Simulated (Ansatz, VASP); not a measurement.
# One calculation of Ba, two programs

Contents of INCAR:

```
ALGO     = Normal         # electronic algorithm
EDIFF    = 1E-6           # SCF threshold, eV
ENCUT    = 520            # plane-wave cutoff, eV
GGA      = PS             # functional
ISIF     = 2              # what is computed and relaxed
ISMEAR   = -1             # smearing method
LASPH    = True           # aspherical terms in the spheres
LCHARG   = True           # write CHGCAR
LELF     = True           # ELF
LREAL    = False          # projectors in reciprocal space
LVHAR    = True         
LWAVE    = False          # write WAVECAR
NBANDS   = 11             # bands
NELM     = 60             # most SCF steps
PREC     = Accurate       # precision mode
SIGMA    = 0.08           # smearing width, eV
```

The input KPOINTS:

```
k-points
0
Gamma
  12 12 12
```

File POSCAR:

```
Ba
1.0
    0.0000000000      2.5244984860      2.5244984860
    2.5244984860      0.0000000000      2.5244984860
    2.5244984860      2.5244984860      0.0000000000
Ba
1
Direct
    0.0000000000      0.0000000000      0.0000000000
```

Input for Ansatz:

```yaml
crystal:
  lattice:
    - [0.0, 2.524498486, 2.524498486]
    - [2.524498486, 0.0, 2.524498486]
    - [2.524498486, 2.524498486, 0.0]
  atoms:
    - { symbol: Ba, position: [0.0, 0.0, 0.0] }
kpoints:
  mp_grid: { grid: [12, 12, 12] }
scf:
  occupations: { method: fermi_dirac, width: 0.08 }
hamiltonian:
  xc: pbesol
  pseudopotentials: { kind: paw }
output:
  forces: true
  stress: true
  eigenvalues: true
  populations: true
```

Change from the starting cell: volume scaled by 0.55, PAW files.

Alike in both runs: task single point; functional PBEsol; k mesh 12 × 12 × 12; occupations fermi-dirac, width 0.08 eV; no spin polarisation.

```csv
,VASP,Ansatz
version,VASP 6.6.1,Ansatz 0.2.0
potentials or method,"VASP PAW PBE potentials, release 64 (Ba_sv)","PAW with Ansatz's default frozen-core files, scalar-relativistic"
plane-wave cutoff (eV),520,420
valence electrons in the cell,10,10
```

Ansatz gave:

```
pressure (GPa) : 9.9
```

Problem. Which values does VASP return?

Solution. Pressure (GPa): 11.7.

VASP's potentials were made for PBE, not for PBEsol.

Spin-orbit coupling is off throughout.
